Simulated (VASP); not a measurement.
# KI: single point with r2SCAN

KI:

```
K I
1.0
     4.37525    0.00000    0.00000
     0.00000    4.37525    0.00000
     0.00000    0.00000    4.37525
K I
1 1
Direct
  0.00000 0.00000 0.00000
  0.50000 0.50000 0.50000
```

This cell differs from its parent crystal: volume changed by +6%.

```
Program             : VASP 6.6.1
Task                : single point
Functional          : r2SCAN
Potentials or basis : VASP PAW PBE potentials, release 64 (K_sv, I)
Cutoff              : 520 eV
k mesh              : 6 × 6 × 6
Occupations         : gaussian, width 0.01 eV
Spin                : no spin polarisation
```

| Quantity | Value |
| --- | --- |
| Pressure | -0.7 GPa |
| Band gap on the k mesh | 3.88 eV, indirect (least direct gap 4.22 eV) |

Levels at points of the mesh, in eV from the valence-band top:
| k point | band 6 | band 7 | band 8 | band 9 | band 10 | band 11 |
| --- | --- | --- | --- | --- | --- | --- |
| (0.00, 0.00, 0.00) | -0.34 | -0.34 | -0.34 | 3.88 | 5.37 | 5.37 |
| (0.50, 0.00, 0.00) | -2.10 | -0.25 | -0.25 | 5.98 | 6.76 | 7.48 |
| (0.50, 0.50, 0.00) | -1.60 | -1.60 | 0.00 | 4.49 | 6.34 | 7.44 |
| (0.50, 0.50, 0.50) | -1.52 | -1.52 | -1.52 | 6.10 | 6.10 | 6.10 |

It took 42 s on 1 thread of Intel(R) Xeon(R) 6975P-C (Granite Rapids) (shared host), peak memory 0.22 GiB.

Caveat: the PAW data sets were made with another functional, which shifts forces and pressure a little; spin-orbit coupling is left out, which moves the levels of the heavy elements. A k mesh can miss the band edges.
